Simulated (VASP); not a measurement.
Runs of VASP 6.6.1 on As. The structure is that of space group Pm-3m (No. 221), or close to it. The cells are those of the table. 

```csv
task,cell,k mesh,cutoff (eV),gap on the mesh (eV),pressure (GPa),relaxed volume (Å³/atom)
relaxation of cell and atoms,"relaxed from a = 2.688 Å, 1 atom",16 × 16 × 16,600,none,0.0,19.51
relaxation of cell and atoms,"relaxed from a = 2.870 Å, 1 atom",15 × 15 × 15,600,none,0.1,(a)
single point,"a = 2.688 Å, 1 atom",15 × 15 × 15,520,none,(b),-
single point,"a = 2.679 Å, 1 atom",16 × 16 × 16,520,none,1.3,-
single point,"a = 2.688 Å, 1 atom",16 × 16 × 16,520,none,0.4,-
```

Alike in all rows: level PBEsol; potentials or basis VASP PAW PBE potentials, release 64 (As); no spin polarisation; smearing methfessel-paxton 0.1 eV.

Problem. Estimate the missing entries.

Solution. (a) 19.50; (b) 0.3.

Caveats: the PAW data sets were made with another functional, which shifts forces and pressure a little; the volume moved by over 15 % at a fixed basis, so the end points are rough (some runs).

A k mesh can miss the band edges, and the runs leave out spin-orbit coupling on As.

A gap of «none» marks levels without a gap at the run's occupations.
